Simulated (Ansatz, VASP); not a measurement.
## Tc in VASP and in Ansatz

File INCAR:

```
SYSTEM = Tc
PREC = Accurate
ENCUT = 520
EDIFF = 1E-7
ISMEAR = -1
SIGMA = 0.05
LREAL = .FALSE.
LASPH = .TRUE.
NELM = 80
ALGO = Normal
ISIF = 2
LWAVE = .FALSE.
LCHARG = .FALSE.
GGA = PS
NBANDS = 34
```

KPOINTS

```
regular mesh
0
G
  11 11 3
  0 0 0
```

Contents of POSCAR:

```
Tc
1.0
    2.7574972454      0.0000000000      0.0000000000
   -1.3787486226      2.3880626653      0.0000000000
    0.0000000000      0.0000000000      8.8277635130
Tc
4
Direct
    0.6666666667      0.3333333333      0.7500000000
    0.0000000000      0.0000000000      0.5000000000
    0.3333333333      0.6666666667      0.2500000000
    0.0000000000      0.0000000000      0.0000000000
```

input.yaml

```yaml
crystal:
  lattice:
    - [2.7574972454, 0.0, 0.0]
    - [-1.3787486226, 2.3880626653, 0.0]
    - [0.0, 0.0, 8.827763513]
  atoms:
    - { symbol: Tc, position: [0.6666666667, 0.3333333333, 0.75] }
    - { symbol: Tc, position: [0.0, 0.0, 0.5] }
    - { symbol: Tc, position: [0.3333333333, 0.6666666667, 0.25] }
    - { symbol: Tc, position: [0.0, 0.0, 0.0] }
hamiltonian:
  xc: pbesol
  pseudopotentials: { kind: paw }
kpoints:
  mp_grid: { grid: [11, 11, 3] }
scf:
  occupations: { method: fermi_dirac, width: 0.05 }
output:
  forces: true
  stress: true
  eigenvalues: true
```

Alike in both runs: task single point; functional PBEsol; k mesh 11 × 11 × 3; occupations fermi-dirac, width 0.05 eV; no spin polarisation.

```csv
,VASP,Ansatz
version,VASP 6.6.1,Ansatz 0.2.0
potentials or method,"VASP PAW PBE potentials, release 64 (Tc_pv)",Ansatz PAW earlier set
plane-wave cutoff (eV),520,500
valence electrons in the cell,52,60
```

|  | VASP | Ansatz | Ansatz less VASP |
| --- | --- | --- | --- |
| gap on the k mesh at the Fermi level (eV) | none | none | - |
| pressure (GPa) | -11.7 | -11.0 | +0.66 |
| traceless stress, the component that is largest in VASP (GPa) | 1.02 | 1.05 | +0.027 |

VASP's potentials were made for PBE, not for PBEsol. A gap of «none» marks a metal or a gap that the smearing closes. The functional is the same, so the differences come from potentials, cutoffs and numerics. VASP's potentials hold 52 valence electrons a cell and Ansatz's 60, so a difference there can come from the potentials and not from the codes.
